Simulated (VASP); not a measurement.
# GaF (F-43m) in VASP: further runs

GaF is run at these levels: PBE, PBEsol; tasks: vibrations by perturbation theory, elastic constants.

Everything below comes from runs of VASP 6.6.1. Logs are shortened: lines on timing, memory, paths and dates and some standing lists are left out, and cuts for length are marked.

### 1 The cell of the first run

Symmetry: F-43m, No. 216, cubic system. Conventional cell: a = 5.692 Å, b = 5.692 Å, c = 5.692 Å, α = 90.00°, β = 90.00°, γ = 90.00°. Ga (site symmetry -43m) has 4 F at 2.46 Å within 3.3 Å. F (site symmetry -43m) has 4 Ga at 2.46 Å within 3.3 Å.

### 2 Vibrations by perturbation theory, PBE

INCAR

```
SYSTEM = GaF
ALGO     = Normal         ! electronic algorithm
EDIFF    = 1E-8           ! SCF threshold, eV
ENCUT    = 520            ! plane-wave cutoff, eV
GGA      = PE             ! functional
IBRION   = 8              ! ionic algorithm
ISIF     = 2              ! what is computed and relaxed
ISMEAR   = -1             ! smearing method
LASPH    = .TRUE.         ! aspherical terms in the spheres
LCHARG   = .FALSE.        ! write CHGCAR
LREAL    = .FALSE.        ! projectors in reciprocal space
LWAVE    = .FALSE.        ! write WAVECAR
NELM     = 60             ! most SCF steps
NSW      = 1              ! ionic steps
PREC     = Accurate       ! precision mode
SIGMA    = 0.05           ! smearing width, eV
```

KPOINTS

```
k-points
0
G
  8 8 8
  0 0 0
```

POSCAR

```
GaF
1.0
    0.0000000000      2.8462400000      2.8462400000
    2.8462400000      0.0000000000      2.8462400000
    2.8462400000      2.8462400000      0.0000000000
Ga F
1 1
Direct
    0.2500000000      0.2500000000      0.2500000000
    0.0000000000      0.0000000000      0.0000000000
```

Potentials or basis: VASP PAW PBE potentials, release 64 (Ga_d, F).

Run with:

```
cat potpaw_PBE.64/Ga_d/POTCAR potpaw_PBE.64/F/POTCAR > POTCAR
mpirun -np 1 vasp_std > vasp.out
```

OUTCAR:

```text
SYSTEM = GaF
   EDIFF = 1E-8
   ENCUT = 520
   GGA = PE
   IBRION = 8
   ISIF = 2
   ISMEAR = -1
   LASPH = .TRUE.
   LREAL = .FALSE.
   NELM = 60
   NSW = 1
   PREC = Accurate

 ion  position               nearest neighbor table
   1  0.250  0.250  0.250-
   2  0.000  0.000  0.000-

  LATTYP: Found a face centered cubic cell.
 ALAT       =     5.6924800000

  Lattice vectors:

 A1 = (   0.0000000000,   2.8462400000,   2.8462400000)
 A2 = (   2.8462400000,   0.0000000000,   2.8462400000)
 A3 = (   2.8462400000,   2.8462400000,   0.0000000000)

Analysis of symmetry for initial positions (statically):
=====================================================================
 Subroutine PRICEL returns:
 Original cell was already a primitive cell.

 Routine SETGRP: Setting up the symmetry group for a
 face centered cubic supercell.

 Subroutine GETGRP returns: Found 24 space group operations
 (whereof 24 operations were pure point group operations)
 out of a pool of 48 trial point group operations.

The static configuration has the point symmetry T_d .

Analysis of symmetry for dynamics (positions and initial velocities):
=====================================================================
 Subroutine PRICEL returns:
 Original cell was already a primitive cell.

 Routine SETGRP: Setting up the symmetry group for a
 face centered cubic supercell.

 Subroutine GETGRP returns: Found 24 space group operations
 (whereof 24 operations were pure point group operations)
 out of a pool of 48 trial point group operations.

The dynamic configuration has the point symmetry T_d .

 Subroutine INISYM returns: Found 24 space group operations
 (whereof 24 operations are pure point group operations),
 and found     1 'primitive' translations

----------------------------------------------------------------------------------------

                                     Primitive cell

  volume of cell :      46.1152

  direct lattice vectors                    reciprocal lattice vectors
     0.000000000  2.846240000  2.846240000    -0.175670358  0.175670358  0.175670358
     2.846240000  0.000000000  2.846240000     0.175670358 -0.175670358  0.175670358
     2.846240000  2.846240000  0.000000000     0.175670358  0.175670358 -0.175670358

  length of vectors
     4.025191210  4.025191210  4.025191210     0.304269986  0.304269986  0.304269986

  position of ions in fractional coordinates (direct lattice)
     0.250000000  0.250000000  0.250000000
     0.000000000  0.000000000  0.000000000

  ion indices of the primitive-cell ions
   primitive index   ion index
                 1           1
                 2           2

----------------------------------------------------------------------------------------

 KPOINTS: k-points

Automatic generation of k-mesh.
 Grid dimensions read from file:
 generate k-points for:    8    8    8

 Generating k-lattice:

  Cartesian coordinates                     Fractional coordinates (reciprocal lattice)
    -0.021958795  0.021958795  0.021958795     0.125000000  0.000000000  0.000000000
     0.021958795 -0.021958795  0.021958795     0.000000000  0.125000000  0.000000000
     0.021958795  0.021958795 -0.021958795     0.000000000  0.000000000  0.125000000

  Length of vectors
     0.038033748  0.038033748  0.038033748

  Shift w.r.t. Gamma in fractional coordinates (k-lattice)
     0.000000000  0.000000000  0.000000000

 Subroutine IBZKPT returns following result:
 ===========================================

 Found     29 irreducible k-points:

 Following reciprocal coordinates:
[... 74 lines left out ...]
   LRPA    =     F    only Hartree local field effects (RPA)
 non-spin polarized calculation
  energy-cutoff  :      520.00
  volume of cell :       46.12
 maximum number of plane-waves:      1254
 NGX is ok and might be reduce to    30
   NGX = 15   NGY = 15   NGZ = 15

--------------------------------------- Ionic step        1  -------------------------------------------

 number of electron      19.9999995 magnetization

 Free energy of the ion-electron system (eV)
  ---------------------------------------------------
  ext. energy  EPLUGINS =         0.00000000
  ---------------------------------------------------
  free energy    TOTEN  =        -7.53914857 eV

  energy without entropy =       -7.53914857  energy(sigma->0) =       -7.53914857

 E-fermi :   1.0779     XC(G=0):  -7.9747

 val. band max:       -0.0495080006   @ k =  -0.2500   0.5000   0.2500
 cond. band min:       2.2195056551   @ k =   0.5000   0.5000   0.0000
 fundamental gap:      2.2690136558
 Fermi energy:         1.0778961580

 k-point     1 :       0.0000    0.0000    0.0000
  band No.  band energies     occupation
      1     -21.8478      2.00000
      2     -13.4874      2.00000
      3     -13.4874      2.00000
      4     -13.4874      2.00000
      5     -13.4655      2.00000
      6     -13.4655      2.00000
      7      -3.9848      2.00000
      8      -3.2970      2.00000
      9      -3.2970      2.00000
     10      -3.2970      2.00000
     11       6.4825      0.00000
     12       6.4825      0.00000
     13       6.4825      0.00000
     14       9.8974      0.00000
[... 377 lines left out ...]
      1     -21.7975      2.00000
      2     -13.4793      2.00000
      3     -13.4731      2.00000
      4     -13.4630      2.00000
      5     -13.4586      2.00000
      6     -13.4379      2.00000
      7      -5.0774      2.00000
      8      -3.7953      2.00000
      9      -3.5443      2.00000
     10      -0.5320      2.00000
     11       3.0812      0.00000
     12       4.8882      0.00000
     13       6.1613      0.00000
     14      10.2346      0.00000

 [... further k-points ...]
[... 5 lines left out ...]
  --------------------------------------------------------------------------------------
  -------------------------------------------------------------------------------------
  Total       -0.0301520     -0.0301520     -0.0301520      0.0000000      0.0000000     -0.0000000
  in kB       -1.0475677     -1.0475677     -1.0475677      0.0000000      0.0000000     -0.0000000
  external PRESSURE =      -1.0475677 kB  Pullay stress =       0.0000000 kB

 VOLUME and BASIS-vectors are now :
 -----------------------------------------------------------------------------
  energy-cutoff  :      520.00
  volume of cell :       46.12
      direct lattice vectors                 reciprocal lattice vectors
     0.000000000  2.846240000  2.846240000    -0.175670358  0.175670358  0.175670358
     2.846240000  0.000000000  2.846240000     0.175670358 -0.175670358  0.175670358
     2.846240000  2.846240000  0.000000000     0.175670358  0.175670358 -0.175670358

 POSITION                                       TOTAL-FORCE (eV/Angst)
 -----------------------------------------------------------------------------------
      1.42312      1.42312      1.42312        -0.000000      0.000000     -0.000000
      0.00000      0.00000      0.00000         0.000000     -0.000000      0.000000
 -----------------------------------------------------------------------------------
    total drift:                                0.000000      0.000000      0.000000

  FREE ENERGIE OF THE ION-ELECTRON SYSTEM (eV)
  ---------------------------------------------------
  free  energy   TOTEN  =        -7.5391485683 eV

  energy  without entropy=       -7.5391485682  energy(sigma->0) =       -7.53914857

[... ionic steps 2 to 3 ...]

--------------------------------------- Ionic step        4  -------------------------------------------

------------------------ aborting loop because EDIFF is reached ----------------------------------------

[... ionic steps 5 to 6 ...]

--------------------------------------- Ionic step        7  -------------------------------------------

 Free energy of the ion-electron system (eV)
  ---------------------------------------------------
  ---------------------------------------------------
  free energy    TOTEN  =        -0.53860883 eV

  energy without entropy =       -0.53860883

------------------------ aborting loop because EDIFF is reached ----------------------------------------

 INTERNAL STRAIN TENSOR  FOR ION    2  DIRECTION 1   (eV/Angst):
 -----------------------------------------------------------------------------
     0.01184  0.00000  0.00000
     0.00000 -0.00576 -0.06643
     0.00000 -0.06643 -0.00576

 INTERNAL STRAIN TENSOR FOR ION    2 for displacements in x,y,z  (eV/Angst):
          X           Y           Z          XY          YZ          ZX
  --------------------------------------------------------------------------------
  x     0.00000     0.00000     0.00000     0.00000    -0.06643     0.00000
  y     0.00000     0.00000     0.00000     0.00000     0.00000    -0.06643
  z     0.00000     0.00000     0.00000    -0.06643     0.00000     0.00000

 SECOND DERIVATIVES (NOT SYMMETRIZED)
 ------------------------------------
               1X          1Y          1Z          2X          2Y          2Z
  1X    -0.181525    0.000000    0.000000    0.181525    0.000000    0.000000
  1Y     0.000000   -0.181525    0.000000    0.000000    0.181525    0.000000
  1Z     0.000000    0.000000   -0.181525    0.000000    0.000000    0.181525
  2X     0.270256    0.000000    0.000000   -0.270256    0.000000    0.000000
  2Y     0.000000    0.270256    0.000000    0.000000   -0.270256    0.000000
  2Z     0.000000    0.000000    0.270256    0.000000    0.000000   -0.270256

 Eigenvectors and eigenvalues of the dynamical matrix
 ----------------------------------------------------

   1 f  =    2.033343 THz    12.775872 2PiTHz   67.825026 cm-1     8.409228 meV
             X         Y         Z           dx          dy          dz
      1.423120  1.423120  1.423120     0.000000    0.397834    0.000000
      0.000000  0.000000  0.000000     0.000000   -0.917458    0.000000
[... 21 lines left out ...]
   6 f/i=    0.146519 THz     0.920603 2PiTHz    4.887334 cm-1     0.605952 meV
             X         Y         Z           dx          dy          dz
      1.423120  1.423120  1.423120     0.000000    0.000000    0.917458
      0.000000  0.000000  0.000000     0.000000    0.000000    0.397834

--------------------------------------------------------------------------------------------------------

 ELASTIC MODULI CONTR FROM IONIC RELAXATION (kBar)
 Direction    XX          YY          ZZ          XY          YZ          ZX
 --------------------------------------------------------------------------------
 XX          -0.0000     -0.0000     -0.0000     -0.0000      0.0000     -0.0000
 YY          -0.0000     -0.0000     -0.0000     -0.0000     -0.0000      0.0000
 ZZ          -0.0000     -0.0000     -0.0000      0.0000     -0.0000     -0.0000
 XY          -0.0000     -0.0000      0.0000     -0.6751     -0.0000      0.0000
 YZ           0.0000     -0.0000     -0.0000     -0.0000     -0.6751      0.0000
 ZX          -0.0000      0.0000     -0.0000      0.0000      0.0000     -0.6751
 --------------------------------------------------------------------------------
```

Run time: 2.6 min. Hardware: 1 thread of Intel Xeon Platinum 8488C (Sapphire Rapids), shared host; peak memory 0.29 GiB.

Results:

| Item | Value |
| --- | --- |
| Highest phonon frequency at Γ, LO-TO splitting left out | 68 cm⁻¹ |

Phonon frequencies in cm⁻¹ (negative: imaginary):
```csv
q point,frequencies
"(0.000, 0.000, 0.000)",-5 -5 -5 68 68 68
```

### 3 Vibrations by perturbation theory, PBEsol

INCAR

```
  ALGO = Normal
  EDIFF = 1E-8
  ENCUT = 520
  GGA = PS
  IBRION = 8
  ISIF = 2
  ISMEAR = -1
  LASPH = T
  LCHARG = F
  LREAL = F
  LWAVE = F
  NELM = 100
  NSW = 1
  PREC = Accurate
  SIGMA = 0.05
```

KPOINTS

```
k-points
0
Gamma
  8 8 8
```

POSCAR is that of step 2.

Potentials or basis: VASP PAW PBE potentials, release 64 (Ga_d, F).

Run with:

```
cat potpaw_PBE.64/Ga_d/POTCAR potpaw_PBE.64/F/POTCAR > POTCAR
mpirun -np 1 vasp_std > vasp.out
```

OUTCAR:

```text
EDIFF = 1E-8
   ENCUT = 520
   GGA = PS
   IBRION = 8
   ISIF = 2
   ISMEAR = -1
   LASPH = T
   LREAL = F
   NELM = 100
   NSW = 1
   PREC = Accurate

 ion  position               nearest neighbor table
   1  0.250  0.250  0.250-
   2  0.000  0.000  0.000-

  LATTYP: Found a face centered cubic cell.
 ALAT       =     5.6924800000

  Lattice vectors:

 A1 = (   0.0000000000,   2.8462400000,   2.8462400000)
 A2 = (   2.8462400000,   0.0000000000,   2.8462400000)
 A3 = (   2.8462400000,   2.8462400000,   0.0000000000)

Analysis of symmetry for initial positions (statically):
=====================================================================
 Subroutine PRICEL returns:
 Original cell was already a primitive cell.

 Routine SETGRP: Setting up the symmetry group for a
 face centered cubic supercell.

[... 635 lines left out ...]

 INTERNAL STRAIN TENSOR  FOR ION    2  DIRECTION 1   (eV/Angst):
 -----------------------------------------------------------------------------
     0.01210  0.00000 -0.00000
    -0.00000 -0.00573 -0.50214
     0.00000 -0.50214 -0.00573

 INTERNAL STRAIN TENSOR FOR ION    2 for displacements in x,y,z  (eV/Angst):
          X           Y           Z          XY          YZ          ZX
  --------------------------------------------------------------------------------
  x     0.00000    -0.00000    -0.00000     0.00000    -0.50214    -0.00000
  y     0.00000     0.00000     0.00000    -0.00000     0.00000    -0.50214
  z    -0.00000    -0.00000     0.00000    -0.50214    -0.00000     0.00000

 SECOND DERIVATIVES (NOT SYMMETRIZED)
 ------------------------------------
               1X          1Y          1Z          2X          2Y          2Z
  1X    -0.012421    0.000000    0.000000    0.012421    0.000000    0.000000
  1Y     0.000000   -0.012421    0.000000    0.000000    0.012421    0.000000
  1Z     0.000000    0.000000   -0.012421    0.000000    0.000000    0.012421
  2X     0.102633    0.000000    0.000000   -0.102633    0.000000    0.000000
  2Y     0.000000    0.102633    0.000000    0.000000   -0.102633    0.000000
  2Z     0.000000    0.000000    0.102633    0.000000    0.000000   -0.102633

 Eigenvectors and eigenvalues of the dynamical matrix
 ----------------------------------------------------

   1 f  =    1.195033 THz     7.508614 2PiTHz   39.862013 cm-1     4.942257 meV
             X         Y         Z           dx          dy          dz
      1.423120  1.423120  1.423120     0.000000    0.000000   -0.268744
      0.000000  0.000000  0.000000     0.000000    0.000000    0.963212
[... 21 lines left out ...]
   6 f/i=    0.253463 THz     1.592554 2PiTHz    8.454608 cm-1     1.048237 meV
             X         Y         Z           dx          dy          dz
      1.423120  1.423120  1.423120     0.958636   -0.071150    0.061094
      0.000000  0.000000  0.000000     0.267467   -0.019851    0.017046

--------------------------------------------------------------------------------------------------------

 ELASTIC MODULI CONTR FROM IONIC RELAXATION (kBar)
 Direction    XX          YY          ZZ          XY          YZ          ZX
 --------------------------------------------------------------------------------
 XX          -0.0000      0.0000      0.0000     -0.0000      0.0000      0.0000
 YY           0.0000     -0.0000      0.0000     -0.0000     -0.0000      0.0000
 ZZ           0.0000      0.0000     -0.0000      0.0000     -0.0000      0.0000
 XY          -0.0000     -0.0000      0.0000   -120.2472     -0.0000     -0.0000
 YZ           0.0000     -0.0000     -0.0000     -0.0000   -120.2472     -0.0000
 ZX           0.0000      0.0000      0.0000     -0.0000     -0.0000   -120.2472
 --------------------------------------------------------------------------------
```

OSZICAR:

```text
N       E                     dE             d eps       ncg     rms          rms(c)
DAV:   1     0.127859831698E+03    0.12786E+03   -0.10053E+04   812   0.205E+03
DAV:   2     0.334557435112E+01   -0.12451E+03   -0.11940E+03   926   0.403E+02
DAV:   3    -0.866355020955E+01   -0.12009E+02   -0.11976E+02   872   0.102E+02
DAV:   4    -0.886196004293E+01   -0.19841E+00   -0.19829E+00  1010   0.153E+01
[... 41 lines left out ...]
RMM:   8    -0.535408749682E+00    0.18006E-05   -0.36964E-08  4953   0.885E-04    0.788E-05
RMM:   9    -0.535406212137E+00    0.25375E-05   -0.72408E-10  4984   0.260E-04    0.194E-05
RMM:  10    -0.535406333969E+00   -0.12183E-06   -0.45357E-10  5004   0.721E-05    0.327E-06
RMM:  11    -0.535406283770E+00    0.50198E-07   -0.33631E-10  5313   0.204E-05    0.145E-06
RMM:  12    -0.535406281345E+00    0.24255E-08    0.54342E-12  4946   0.594E-06    0.536E-07
 Linear response finished
```

It took 2.8 min on 1 thread of Intel Xeon Platinum 8488C (Sapphire Rapids), shared host; peak memory 0.3 GiB.

What came out:

| Property | Result |
| --- | --- |
| Highest phonon frequency at Γ, LO-TO splitting left out | 40 cm⁻¹ |

Phonon frequencies in cm⁻¹ (negative: imaginary):
```tsv
q point	frequencies
(0.000, 0.000, 0.000)	-8 -8 -8 40 40 40
```

Caveat: the cell wasn't relaxed at this level first, which shifts response properties; the PAW data sets were made with another functional, which shifts forces and pressure a little.

[end of part 1 of 2]
